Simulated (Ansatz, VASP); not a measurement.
# H6PbCBr3N: VASP beside Ansatz

```xyz
12
Lattice="5.7780 0.0000 0.0105 0.0000 5.7275 0.0000 0.0034 0.0000 5.9416" Properties=species:S:1:pos:R:3 pbc="T T T"
H     1.3372    4.8797    6.0161
H     0.7579    0.0000    1.3966
H     4.6847    4.8251    0.0670
H     5.3424    0.0000    4.5988
H     4.6847    0.9025    0.0670
H     1.3372    0.8478    6.0161
Pb    2.7672    2.8638    2.9131
C     5.2334    0.0000    5.6930
Br    2.5496    2.8638    5.8595
Br    2.3612    0.0000    3.2740
Br    5.6158    2.8638    2.4047
N     0.7830    0.0000    0.3539
```

Alike in both runs: functional LDA; k mesh 4 × 4 × 4; occupations gaussian, width 0.1 eV; no spin polarisation.

Ansatz relaxed the structure, and its values are those at the end. VASP's run is a single point on that final structure, the one shown.

```csv
,VASP,Ansatz
version,VASP 6.6.1,Ansatz 0.2.0
potentials or method,"VASP PAW LDA potentials, release 64 (H, Pb_d, C, Br, N), cutoff 520 eV","scalar-relativistic, plane waves, PAW"
valence electrons in the cell,50,50
```

|  | VASP | Ansatz | Ansatz less VASP |
| --- | --- | --- | --- |
| gap on the k mesh at the Fermi level (eV) | 2.04 | 2.06 | +0.022 |
| least direct gap on the mesh (eV) | 2.04 | 2.06 | +0.022 |
| pressure (GPa) | 0.0 | -0.1 | -0.08 |
| rms of the force components (eV/Å) | 0.025 | 0.010 | -0.0153 |

LDA's correlation is that of Perdew and Zunger in VASP and of Perdew and Wang (1992) in Ansatz.

Spin-orbit coupling is off throughout.
